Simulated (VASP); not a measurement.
# Na (P6_3/mmc) in VASP: a series of runs

Na is run at these levels: LDA; tasks: relaxation of cell and atoms.

Everything below comes from runs of VASP 6.6.1. Logs are shortened: lines on timing, memory, paths and dates and some standing lists are left out, and cuts for length are marked.

## (1) The cell of the first run

It takes space group P6_3/mmc (No. 194, hexagonal). Conventional cell: a = 3.767 Å, b = 3.767 Å, c = 6.154 Å, α = 90.00°, β = 90.00°, γ = 120.00°. Within 4.9 Å of Na (site symmetry -6m2) lie 12 Na at 3.77 Å.

## (2) Relaxation of cell and atoms, LDA

File INCAR:

```
PREC     = Accurate       # precision mode
ENCUT    = 600            # plane-wave cutoff, eV
EDIFF    = 1E-6           # SCF threshold, eV
ISMEAR   = 1              # smearing method
SIGMA    = 0.1            # smearing width, eV
LREAL    = F              # projectors in reciprocal space
LASPH    = T              # aspherical terms in the spheres
NELM     = 100            # most SCF steps
ALGO     = Normal         # electronic algorithm
ISIF     = 3              # what is computed and relaxed
LWAVE    = F              # write WAVECAR
LCHARG   = F              # write CHGCAR
IBRION   = 2              # ionic algorithm
NSW      = 80             # ionic steps
EDIFFG   = -0.01          # ionic threshold
```

File KPOINTS:

```
regular mesh
0
Gamma
  9 9 5
```

File POSCAR:

```
Na
1.0
    3.7670000000      0.0000000000      0.0000000000
   -1.8835000000      3.2623177000      0.0000000000
    0.0000000000      0.0000000000      6.1540000000
Na
2
Direct
    0.3333333300      0.6666666700      0.2500000000
    0.6666666700      0.3333333300      0.7500000000
```

Potentials or basis: VASP PAW LDA potentials, release 64 (Na_pv).

Command:

```sh
$ cat potpaw_LDA.64/Na_pv/POTCAR > POTCAR
$ mpirun -np 1 vasp_std > vasp.out
```

OUTCAR:

```text
PREC = Accurate
   ENCUT = 600
   EDIFF = 1E-6
   ISMEAR = 1
   LREAL = F
   LASPH = T
   NELM = 100
   ISIF = 3
   IBRION = 2
   NSW = 80
   EDIFFG = -0.01

 ion  position               nearest neighbor table
   1  0.333  0.667  0.250-
   2  0.667  0.333  0.750-

  LATTYP: Found a hexagonal cell.
 ALAT       =     3.7670000000
 C/A-ratio  =     1.6336607380

  Lattice vectors:

 A1 = (   3.7670000000,   0.0000000000,   0.0000000000)
 A2 = (  -1.8835000000,   3.2623177000,   0.0000000000)
 A3 = (   0.0000000000,   0.0000000000,   6.1540000000)

Analysis of symmetry for initial positions (statically):
=====================================================================
 Subroutine PRICEL returns:
 Original cell was already a primitive cell.

 Routine SETGRP: Setting up the symmetry group for a
 hexagonal supercell.

 Subroutine GETGRP returns: Found 24 space group operations
 (whereof 12 operations were pure point group operations)
 out of a pool of 24 trial point group operations.

The static configuration has the point symmetry D_3d.
 The point group associated with its full space group is D_6h.

Analysis of symmetry for dynamics (positions and initial velocities):
=====================================================================
 Subroutine PRICEL returns:
 Original cell was already a primitive cell.

 Routine SETGRP: Setting up the symmetry group for a
 hexagonal supercell.

 Subroutine GETGRP returns: Found 24 space group operations
 (whereof 12 operations were pure point group operations)
 out of a pool of 24 trial point group operations.

The dynamic configuration has the point symmetry D_3d.
 The point group associated with its full space group is D_6h.

 Subroutine INISYM returns: Found 24 space group operations
 (whereof 12 operations are pure point group operations),
 and found     1 'primitive' translations

----------------------------------------------------------------------------------------

                                     Primitive cell

  volume of cell :      75.6274

  direct lattice vectors                    reciprocal lattice vectors
     3.767000000  0.000000000  0.000000000     0.265463233  0.153265269  0.000000000
    -1.883500000  3.262317700  0.000000000     0.000000000  0.306530538  0.000000000
     0.000000000  0.000000000  6.154000000     0.000000000  0.000000000  0.162495938

  length of vectors
     3.767000000  3.767000003  6.154000000     0.306530538  0.306530538  0.162495938

  position of ions in fractional coordinates (direct lattice)
     0.333333330  0.666666670  0.250000000
     0.666666670  0.333333330  0.750000000

  ion indices of the primitive-cell ions
   primitive index   ion index
                 1           1
                 2           2

----------------------------------------------------------------------------------------

 KPOINTS: regular mesh

Automatic generation of k-mesh.
 Grid dimensions read from file:
 generate k-points for:    9    9    5

 Generating k-lattice:

  Cartesian coordinates                     Fractional coordinates (reciprocal lattice)
     0.029495915  0.017029474  0.000000000     0.111111111  0.000000000  0.000000000
     0.000000000  0.034058949  0.000000000     0.000000000  0.111111111  0.000000000
     0.000000000  0.000000000  0.032499188     0.000000000  0.000000000  0.200000000

  Length of vectors
     0.034058949  0.034058949  0.032499188

  Shift w.r.t. Gamma in fractional coordinates (k-lattice)
     0.000000000  0.000000000  0.000000000

 Subroutine IBZKPT returns following result:
 ===========================================

 Found     36 irreducible k-points:

 Following reciprocal coordinates:
            Coordinates               Weight
  0.000000  0.000000  0.000000      1.000000
  0.111111  0.000000  0.000000      6.000000
  0.222222  0.000000  0.000000      6.000000
  0.333333 -0.000000  0.000000      6.000000
  0.444444  0.000000  0.000000      6.000000
  0.111111  0.111111  0.000000      6.000000
[... 16 lines left out ...]
  0.333333  0.222222  0.200000     24.000000
  0.333333  0.333333  0.200000      4.000000
 [... further k-points ...]
   k-points           NKPTS =     36   k-points in BZ     NKDIM =     36   number of bands    NBANDS=     11
   number of dos      NEDOS =    301   number of ions     NIONS =      2
   total plane-waves  NPLWV =  45000
   dimension x,y,z NGX =    30 NGY =   30 NGZ =   50
   dimension x,y,z NGXF=    60 NGYF=   60 NGZF=  100
   ions per type =               2
   NGX,Y,Z   is equivalent  to a cutoff of  13.24, 13.24, 13.51 a.u.
   NGXF,Y,Z  is equivalent  to a cutoff of  26.48, 26.48, 27.01 a.u.
 SYSTEM =  unknown system
   PREC   = accura    normal or accurate (medium, high low for compatibility)
   ISTART =      0    job   : 0-new  1-cont  2-samecut
   ICHARG =      2    charge: 1-file 2-atom 10-const
   ISPIN  =      1    spin polarized calculation?
   LNONCOLLINEAR =      F non collinear calculations
   LSORBIT =      F    spin-orbit coupling
   LASPH  =      T    aspherical Exc in radial PAW
   ENCUT  =  600.0 eV  44.10 Ry    6.64 a.u.   7.52  7.52 12.29*2*pi/ulx,y,z
   NELM   =    100;   NELMIN=  2; NELMDL= -5     # of ELM steps
   EDIFF  = 0.1E-05   stopping-criterion for ELM
   LREAL  =      F    real-space projection
   EDIFFG = -.1E-01   stopping-criterion for IOM
   NSW    =     80    number of steps for IOM
   IBRION =      2    ionic relax: 0-MD 1-quasi-New 2-CG
   NFREE  =      1    steps in history (QN), initial steepest desc. (CG)
   ISIF   =      3    stress and relaxation
   ISYM   =      2    0-nonsym 1-usesym 2-fastsym
   POTIM  = 0.5000    time-step for ionic-motion
   TEBEG  =    0.0;   TEEND  =   0.0 temperature during run
   PSTRESS=    0.0 pullay stress
   NELECT =      14.0000    total number of electrons
   NUPDOWN=      -1.0000    fix difference up-down
   EMIN   =  10.00;   EMAX   =-10.00  energy-range for DOS
   EFERMI =   0.00;   METHOD = LEGACY
   ISMEAR =     1;   SIGMA  =   0.10  broadening in eV -4-tet -1-fermi 0-gaus
   EFERMI_NEDOS =   21; number of points for ismear=-14 and -15
   IALGO  =     38    algorithm
   IMIX   =      4    mixing-type and parameters
     AMIX     =   0.40;   BMIX     =  1.00
     AMIX_MAG =   1.60;   BMIX_MAG =  1.00
  volume/ion in A,a.u.               =      37.81       255.18
  Fermi-wavevector in a.u.,A,eV,Ry     =   0.933020  1.763153 11.844235  0.870527
  Thomas-Fermi vector in A             =   2.059678
   LORBIT       =      0    0 simple, 1 ext, 2 COOP (PROOUT), +10 PAW based schemes
   GGA     = CA    functional components
   LHFCALC =     F    Hartree Fock is set to
   AEXX    =    0.0000 exact exchange contribution
   IVDW    =     0    specifies the selected vdW correction
   LEPSILON=     F    determine dielectric tensor
   LRPA    =     F    only Hartree local field effects (RPA)
 conjugate gradient relaxation of ions
 non-spin polarized calculation
 Methfessel and Paxton  Order N= 1 SIGMA  =   0.10
  energy-cutoff  :      600.00
  volume of cell :       75.63
 maximum number of plane-waves:      2555
 NGX is ok and might be reduce to    30
   NGX = 15   NGY = 15   NGZ = 25

--------------------------------------- Ionic step        1  -------------------------------------------

 number of electron      14.0000016 magnetization

 Free energy of the ion-electron system (eV)
  ---------------------------------------------------
  ext. energy  EPLUGINS =         0.00000000
  ---------------------------------------------------
  free energy    TOTEN  =        -2.89073311 eV

  energy without entropy =       -2.89044321  energy(sigma->0) =       -2.89063648

------------------------ aborting loop because EDIFF is reached ----------------------------------------

  FORCE on cell =-STRESS in cart. coord.  units (eV):
  Direction    XX          YY          ZZ          XY          YZ          ZX
  --------------------------------------------------------------------------------------
  -------------------------------------------------------------------------------------
  Total       -0.5273334     -0.5273334     -0.1923270      0.0000000      0.0000000      0.0000000
  in kB      -11.1716291    -11.1716292     -4.0744738      0.0000000      0.0000000      0.0000000
  external PRESSURE =      -8.8059107 kB  Pullay stress =       0.0000000 kB
[... 201 lines left out ...]
  energy  without entropy=       -2.9266519767  energy(sigma->0) =       -2.92636099

--------------------------------------- Ionic step        7  -------------------------------------------

 number of electron      14.0000018 magnetization

 Free energy of the ion-electron system (eV)
  ---------------------------------------------------
  ext. energy  EPLUGINS =         0.00000000
  ---------------------------------------------------
  free energy    TOTEN  =        -2.92623166 eV

  energy without entropy =       -2.92662601  energy(sigma->0) =       -2.92636311

 E-fermi :   0.4633     XC(G=0):  -7.0470

 val. band max:        0.3805812330   @ k =   0.2222   0.0000   0.2000
 cond. band min:       0.6697542942   @ k =   0.3333   0.2222   0.0000
 fundamental gap:      0.2891730612
 Fermi energy:         0.4633198566

 k-point     1 :       0.0000    0.0000    0.0000
  band No.  band energies     occupation
      1     -24.4180      2.00000
      2     -24.3773      2.00000
      3     -24.3773      2.00000
      4     -24.3716      2.00000
      5     -24.3716      2.00000
      6     -24.3703      2.00000
      7      -3.0380      2.00000
      8       0.8916     -0.00000
      9       1.2623     -0.00000
     10      11.4152      0.00000
     11      11.4152      0.00000
[... 309 lines left out ...]
 k-point    24 :       0.3333    0.3333    0.2000
  band No.  band energies     occupation
      1     -24.4117      2.00000
      2     -24.4091      2.00000
      3     -24.4091      2.00000
      4     -24.4011      2.00000
      5     -24.3842      2.00000
      6     -24.3842      2.00000
      7       2.1231     -0.00000
      8       2.3678     -0.00000
      9       2.3678     -0.00000
     10       4.3945      0.00000
     11       4.9669      0.00000

 [... further k-points ...]
[... 5 lines left out ...]
  --------------------------------------------------------------------------------------
  -------------------------------------------------------------------------------------
  Total        0.0029597      0.0029597     -0.0019764      0.0000000      0.0000000      0.0000000
  in kB        0.0714837      0.0714837     -0.0477344      0.0000000      0.0000000      0.0000000
  external PRESSURE =       0.0317443 kB  Pullay stress =       0.0000000 kB
[... 17 lines left out ...]
  FREE ENERGIE OF THE ION-ELECTRON SYSTEM (eV)
  ---------------------------------------------------
  free  energy   TOTEN  =        -2.9262316563 eV

  energy  without entropy=       -2.9266260092  energy(sigma->0) =       -2.92636311

 reached required accuracy - stopping structural energy minimisation
```

Wall time 70 s (1 thread of AMD EPYC 9R45 (Zen 5), shared host); peak memory 0.14 GiB.

What came out:

```yaml
Free_energy: -2.9262 eV
Relaxed_volume: 33.17 Å³/atom
Relaxed_cell: a = 3.558 Å, b = 3.558 Å, c = 6.050 Å, α = 90.00°, β = 90.00°, γ = 120.00°
Space_group_after_relaxing_to_0.05_Å: P6_3/mmc (No. 194)
Energy_gained_by_relaxing: 17.7 meV/atom
Ionic_steps: 7
Pressure_after_relaxing: 0.0 GPa
Band_gap_on_the_k_mesh: zero (band 7 reaches 2.58 eV, above the bottom of band 8 at -1.52 eV)
```

The path:
| step | energy change (eV) | largest force (eV/Å) | pressure (GPa) | volume (Å³) |
| --- | --- | --- | --- | --- |
| 1 | 0.0000 | 0.0000 | -0.88 | 75.63 |
| 2 | -0.0137 | 0.0000 | -0.76 | 73.37 |
| 3 | -0.0352 | 0.0000 | -0.08 | 66.86 |
| 4 | -0.0354 | 0.0000 | 0.05 | 66.03 |
| 5 | -0.0354 | 0.0000 | 0.01 | 66.22 |
| 6 | -0.0355 | 0.0000 | 0.01 | 66.27 |
| 7 | -0.0355 | 0.0000 | 0.00 | 66.34 |

Final structure:
```cif
data_structure
_symmetry_space_group_name_H-M 'P 1'
_symmetry_Int_Tables_number 1
_cell_length_a 3.5582
_cell_length_b 3.5582
_cell_length_c 6.0500
_cell_angle_alpha 90.000
_cell_angle_beta 90.000
_cell_angle_gamma 120.000
_cell_volume 66.34
loop_
_atom_site_label
_atom_site_type_symbol
_atom_site_fract_x
_atom_site_fract_y
_atom_site_fract_z
_atom_site_occupancy
Na1 Na 0.33333 0.66667 0.25000 1
Na2 Na 0.66667 0.33333 0.75000 1
```

Caveat: the volume moved by -12 % from the deposited cell, more than functionals usually miss. LDA usually gives volumes a few per cent too small.

## (3) Relaxation of cell and atoms, LDA, target pressure 2 GPa, at which the enthalpy is minimised

File INCAR:

```
SYSTEM = Na
PREC = Accurate
ENCUT = 600
EDIFF = 1E-7
ISMEAR = 1
SIGMA = 0.1
LREAL = .FALSE.
LASPH = .TRUE.
NELM = 60
ALGO = Normal
ISIF = 3
LWAVE = .FALSE.
LCHARG = .FALSE.
IBRION = 2
NSW = 80
EDIFFG = -0.01
PSTRESS = 20.0
```

File KPOINTS:

```
regular mesh
0
G
  9 9 5
  0 0 0
```

POSCAR is that of step 2.

Potentials or basis: VASP PAW LDA potentials, release 64 (Na_pv).

Command:

```sh
$ cat potpaw_LDA.64/Na_pv/POTCAR > POTCAR
$ mpirun -np 1 vasp_std > vasp.out
```

Wall time 1.8 min (1 thread of AMD EPYC 9R45 (Zen 5), shared host); peak memory 0.13 GiB.

It converged, with:

| Quantity | Value |
| --- | --- |
| Free energy | -2.8732 eV |
| Relaxed volume | 28.32 Å³/atom |
| Relaxed cell | a = 3.378 Å, b = 3.378 Å, c = 5.733 Å, α = 90.00°, β = 90.00°, γ = 120.00° |
| Space group after relaxing (to 0.05 Å) | P6_3/mmc (No. 194) |
| Energy change on relaxing (the enthalpy is what falls) | +8.8 meV/atom |
| Ionic steps | 10 |
| Pressure after relaxing | 2.0 GPa |
| Band gap on the k mesh | zero (band 7 reaches 3.24 eV, above the bottom of band 8 at -1.18 eV) |

Step by step:
```tsv
step	energy change (eV)	largest force (eV/Å)	pressure (GPa)	volume (Å³)
1	0.0000	0.0000	-0.94	75.63
2	-0.0301	0.0000	-0.24	68.29
3	-0.0103	0.0000	1.22	59.62
4	0.0276	0.0000	2.18	55.93
5	0.0208	0.0000	2.04	56.45
6	0.0166	0.0000	1.94	56.80
7	0.0157	0.0000	1.94	56.82
8	0.0152	0.0000	1.94	56.84
9	0.0152	0.0000	1.92	56.84
10	0.0175	0.0000	1.99	56.65
```

Final structure:
```cif
data_structure
_symmetry_space_group_name_H-M 'P 1'
_symmetry_Int_Tables_number 1
_cell_length_a 3.3778
_cell_length_b 3.3778
_cell_length_c 5.7330
_cell_angle_alpha 90.000
_cell_angle_beta 90.000
_cell_angle_gamma 120.000
_cell_volume 56.65
loop_
_atom_site_label
_atom_site_type_symbol
_atom_site_fract_x
_atom_site_fract_y
_atom_site_fract_z
_atom_site_occupancy
Na1 Na 0.33333 0.66667 0.25000 1
Na2 Na 0.66667 0.33333 0.75000 1
```

Levels at points of the mesh, in eV from the Fermi level:
```
           k point  band 4  band 5  band 6  band 7  band 8  band 9  band 10  band 11
(0.00, 0.00, 0.00)  -24.75  -24.75  -24.75   -3.87    0.43    0.97    11.91    11.91
```

Caveat: the cell is relaxed towards a set pressure, so the enthalpy falls and the energy may rise; the volume moved by over 15 % at a fixed basis, so the end points are rough.

(Part 1 of 3 ends here.)
